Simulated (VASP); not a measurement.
CoO: single point with PBE

CoO:

```
CELL_PARAMETERS angstrom
1.54534 0.89220 2.29849
-1.54534 0.89220 2.29849
0.00000 -1.78441 2.29849
ATOMIC_POSITIONS crystal
Co 0.00000 0.00000 0.00000
O 0.50000 0.50000 0.50000
```

| Property | Result |
| --- | --- |
| Program | VASP 6.6.1 |
| Task | single point |
| Functional | PBE |
| Potentials or basis | VASP PAW PBE potentials, release 64 (Co, O) |
| Cutoff | 520 eV |
| k mesh | 12 × 12 × 12 |
| Occupations | gaussian, width 0.15 eV |
| Spin | collinear spin, ferromagnetic start |
| Starting moments | [2.7, 0.34] μB |
| Dipole correction | no |
| Further INCAR settings | ALGO = Normal; EDIFF = 1e-06; NBANDS = 18 |

```json
{
  "Pressure": "-0.6 GPa",
  "Net moment": "2.83 μB per cell",
  "Site moments": "Co +2.50; O +0.28 μB",
  "Valence electrons inside the program's atomic spheres": "Co 7.82; O 4.98"
}
```

Stress tensor (GPa, compression positive):
```
-0.83  0.00  0.00
 0.00 -0.83  0.00
 0.00  0.00 -0.16
```

Levels at points of the mesh, in eV from the Fermi level:
Spin up:
| k point | band 5 | band 6 | band 7 | band 8 | band 9 | band 10 | band 11 | band 12 | band 13 | band 14 |
| --- | --- | --- | --- | --- | --- | --- | --- | --- | --- | --- |
| (0.00, 0.00, 0.00) | -3.29 | -3.10 | -3.10 | -2.76 | -2.76 | 1.13 | 16.83 | 17.51 | 17.51 | 20.21 |
| (0.50, 0.00, 0.00) | -2.50 | -2.25 | -1.75 | 0.05 | 0.21 | 5.30 | 9.17 | 13.49 | 14.92 | 21.22 |
| (0.50, 0.50, 0.00) | -3.93 | -2.88 | -2.37 | -2.03 | -1.99 | 6.01 | 9.86 | 11.96 | 15.26 | 16.85 |
| (0.50, 0.50, 0.50) | -2.22 | -2.22 | -1.48 | 0.27 | 0.27 | 4.66 | 10.63 | 12.31 | 12.31 | 19.68 |
Spin down:
```tsv
k point	band 3	band 4	band 5	band 6	band 7	band 8	band 9	band 10
(0.00, 0.00, 0.00)	-2.78	-2.19	-1.27	-1.27	-0.94	0.08	0.08	1.68
(0.50, 0.00, 0.00)	-4.80	-4.23	-0.35	-0.28	0.35	2.57	2.76	5.57
(0.50, 0.50, 0.00)	-4.21	-3.47	-2.28	0.07	0.12	0.58	0.97	6.86
(0.50, 0.50, 0.50)	-5.09	-5.09	0.04	0.04	0.32	2.85	2.85	4.93
```

Wall time 2.7 min on 1 thread of Intel(R) Xeon(R) Platinum 8259CL CPU @ 2.50GHz (Skylake/Cascade Lake), with other jobs on the host, peak memory 0.22 GiB.

Caveat: a cell with one magnetic atom can't hold antiferromagnetic order, which such compounds often take; semilocal functionals often make such compounds metallic where correlation or magnetic order opens a gap, which also shifts bond lengths. With open d or f shells a metallic result of PBE can be an artefact of self-interaction; +U or a hybrid may open a gap.
